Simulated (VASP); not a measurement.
MgO: single point with r2SCAN

MgO:

```
Mg O
1.0
     2.98187    0.00000    0.00000
     1.49093    2.58237    0.00000
     1.49093    0.86079    2.43469
Mg O
1 1
Direct
  0.00000 0.00000 0.00000
  0.50000 0.50000 0.50000
```

```
Program             : VASP 6.6.1
Task                : single point
Functional          : r2SCAN
Potentials or basis : VASP PAW PBE potentials, release 64 (Mg, O)
Cutoff              : 660 eV
k mesh              : 9 × 9 × 9
Occupations         : gaussian, width 0.01 eV
Spin                : no spin polarisation
```

* Pressure: -2.9 GPa
* Band gap on the k mesh: 5.57 eV

Levels at points of the mesh, in eV from the valence-band top:
```
           k point  band 1  band 2  band 3  band 4  band 5  band 6  band 7  band 8
(0.00, 0.00, 0.00)  -18.18    0.00    0.00    0.00    5.57   16.82   16.82   16.82
```

It took 69 s on 1 thread of Intel Xeon 8259CL, on a shared host, peak memory 0.17 GiB.

Caveat: the PAW data sets were made with another functional, which shifts forces and pressure a little. r2SCAN opens gaps a little over a GGA but as a rule still falls short of measured ones.
